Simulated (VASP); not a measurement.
Here is a VASP 6.6.1 calculation.

Contents of INCAR:

```
PREC = Accurate ; ENCUT = 520
EDIFF = 1E-7 ; ISMEAR = 0
SIGMA = 0.02 ; LREAL = False
LASPH = True ; NELM = 100
ALGO = Normal ; ISIF = 2
LWAVE = False ; LCHARG = True
GGA = CA ; LELF = True
LVHAR = True ; NBANDS = 16
```

KPOINTS

```
Automatic mesh
0
Gamma
  12 12 12
```

POSCAR

```
GaAs
1.0
    0.0000000000      2.8016907859      2.8016907859
    2.8016907859      0.0000000000      2.8016907859
    2.8016907859      2.8016907859      0.0000000000
Ga As
1 1
Direct
    0.0000000000      0.0000000000      0.0000000000
    0.7500000000      0.7500000000      0.7500000000
```

Potentials or basis: VASP PAW LDA potentials, release 64 (Ga_d, As).

Launch:

```sh
$ cat potpaw_LDA.64/Ga_d/POTCAR potpaw_LDA.64/As/POTCAR > POTCAR
$ mpirun -np 1 vasp_std > vasp.out
```

(1) Predict the pressure.

(2) Estimate the band gap on the k mesh.

## Answers

(1) 0.3 GPa.

(2) 0.54 eV.
